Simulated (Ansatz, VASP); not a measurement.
**One calculation of Bi, two programs**

Contents of INCAR:

```
PREC = Accurate ; ENCUT = 520
EDIFF = 1E-8 ; ISMEAR = -1
SIGMA = 0.03 ; LREAL = False
LASPH = True ; NELM = 80
ALGO = Normal ; ISIF = 2
LWAVE = False ; LCHARG = False
GGA = PE ; LEFG = True
NBANDS = 22 ; KPAR = 4
```

Contents of KPOINTS:

```
Automatic mesh
0
Gamma
  11 11 11
```

Contents of POSCAR:

```
Bi
1.0
    2.3256628482      1.3745869730      3.9898531666
   -2.2203365086      1.3291269794      3.9443931730
    0.0132936605     -2.5850939523      3.9277536605
Bi
2
Direct
    0.2338900000      0.2338900000      0.2338900000
    0.7661100000      0.7661100000      0.7661100000
```

Input for Ansatz:

```yaml
crystal:
  lattice:
    - [2.3256628482, 1.374586973, 3.9898531666]
    - [-2.2203365086, 1.3291269794, 3.944393173]
    - [0.0132936605, -2.5850939523, 3.9277536605]
  atoms:
    - { symbol: Bi, position: [0.23389, 0.23389, 0.23389] }
    - { symbol: Bi, position: [0.76611, 0.76611, 0.76611] }
kpoints:
  mp_grid: { grid: [11, 11, 11] }
scf:
  occupations: { method: fermi_dirac, width: 0.03 }
hamiltonian:
  xc: pbe
  pseudopotentials: { kind: all_electron, datasets: crystal }
output:
  forces: true
  stress: true
  eigenvalues: true
  efg: { contact_densities: true }
```

Change from the starting cell: equal xy, yz and zx shear strains of +2 %, crystal datasets.

Alike in both runs: task electric field gradients; functional PBE; k mesh 11 × 11 × 11; occupations fermi-dirac, width 0.03 eV; no spin polarisation.

```csv
,VASP,Ansatz
version,VASP 6.6.1,Ansatz 0.2.0
potentials or method,"VASP PAW PBE potentials, release 64 (Bi_d), cutoff 520 eV","all-electron PAW with datasets made for the crystal, scalar-relativistic"
```

```tsv
	VASP	Ansatz	Ansatz less VASP
pressure (GPa)	1.8	1.8	+0.07
traceless stress, the component that is largest in VASP (GPa)	-0.91	-0.91	-0.002
rms of the force components (eV/Å)	0.138	0.134	-0.0033
size of Vzz on the site where it differs most (V/Å²)	46.2	48.4	+2.19
```

Atom by atom the forces differ by 0.004 eV/Å (rms over components). Ansatz ran all-electron here, and VASP with PAW potentials.

Spin-orbit coupling is off throughout.
